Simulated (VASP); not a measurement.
A run of VASP 6.6.1:

INCAR

```
SYSTEM = Ta
PREC = Accurate
ENCUT = 520
EDIFF = 1E-6
ISMEAR = -1
SIGMA = 0.05
LREAL = .False.
LASPH = .True.
NELM = 60
ALGO = Normal
ISIF = 2
LWAVE = .False.
LCHARG = .False.
GGA = PE
NBANDS = 18
```

KPOINTS

```
regular mesh
0
Gamma
  10 10 1
  0 0 0
```

Contents of POSCAR:

```
Ta
1.0
    2.7189800000      0.0000000000      0.0000000000
    0.0000000000      2.7189800000      0.0000000000
    0.0000000000      0.0000000000     28.4866400000
Ta
2
Direct
    1.0000000000      0.5000000000      0.3025034980
    0.5000000000      0.0000000000      0.2240565020
```

Potentials or basis: VASP PAW PBE potentials, release 64 (Ta_pv).

Run with:

```console
$ cat potpaw_PBE.64/Ta_pv/POTCAR > POTCAR
$ mpirun -np 1 vasp_std > vasp.out
```

Hardware: 1 thread of Intel(R) Xeon(R) Platinum 8488C (Sapphire Rapids) (shared host).

Estimate the wall time of this run.

It took 84 s on 1 thread of Intel(R) Xeon(R) Platinum 8488C (Sapphire Rapids) (shared host), peak memory 0.3 GiB. Counts: scf iterations 21, k points 21.
